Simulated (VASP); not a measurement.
Input of a VASP 6.6.1 run:

INCAR

```
SYSTEM = ZnSe
PREC = Accurate
ENCUT = 500
EDIFF = 1E-6
ISMEAR = 0
SIGMA = 0.05
LREAL = .FALSE.
LASPH = .TRUE.
NELM = 120
ALGO = Normal
ISIF = 2
LWAVE = .FALSE.
LCHARG = .FALSE.
GGA = PE
NBANDS = 16
GGA_COMPAT = .FALSE.
```

File KPOINTS:

```
regular mesh
0
G
  6 6 6
  0 0 0
```

File POSCAR:

```
ZnSe
1.0
    0.0000000000      2.8665690341      2.8665690341
    2.8665690341      0.0000000000      2.8665690341
    2.8665690341      2.8665690341      0.0000000000
Zn Se
1 1
Direct
    0.0000000000      0.0000000000      0.0000000000
    0.2500000000      0.2500000000      0.2500000000
```

Potentials or basis: VASP PAW PBE potentials, release 64 (Zn, Se).

The run is started by

```sh
$ cat potpaw_PBE.64/Zn/POTCAR potpaw_PBE.64/Se/POTCAR > POTCAR
$ mpirun -np 1 vasp_std > vasp.out
```

Problem. Estimate the band gap on the k mesh.

Solution. 1.15 eV, direct.

Problem. Predict the pressure.

Solution. 0.2 GPa.
